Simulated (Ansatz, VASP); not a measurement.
GaSb in VASP and in Ansatz

```
CELL_PARAMETERS angstrom
0.00000 3.13548 3.13548
3.13548 0.00000 3.13548
3.13548 3.13548 0.00000
ATOMIC_POSITIONS crystal
Ga 0.00000 0.00000 0.00000
Sb 0.75000 0.75000 0.75000
```

Change from the starting cell: strain +0.025 along x and y, +0.025 along z, atoms carried along.

Alike in both runs: task single point; functional r2SCAN; k mesh 10 × 10 × 10; occupations gaussian, width 0.05 eV; no spin polarisation.

|  | VASP | Ansatz |
| --- | --- | --- |
| version | VASP 6.6.1 | Ansatz 0.2.0 |
| potentials or method | VASP PAW PBE potentials, release 64 (Ga_d, Sb), cutoff 520 eV | scalar-relativistic, plane waves, PAW |
| valence electrons in the cell | 18 | 28 |

```csv
,VASP,Ansatz,Ansatz less VASP
gap on the k mesh at the Fermi level (eV),none,none,-
pressure (GPa),-3.0,-3.0,-0.06
```

VASP's potentials were made for PBE, not for r2SCAN. A gap of «none» marks a metal or a gap that the smearing closes. VASP's potentials hold 18 valence electrons a cell and Ansatz's 28, so a difference there can come from the potentials and not from the codes.

Spin-orbit coupling is off throughout.
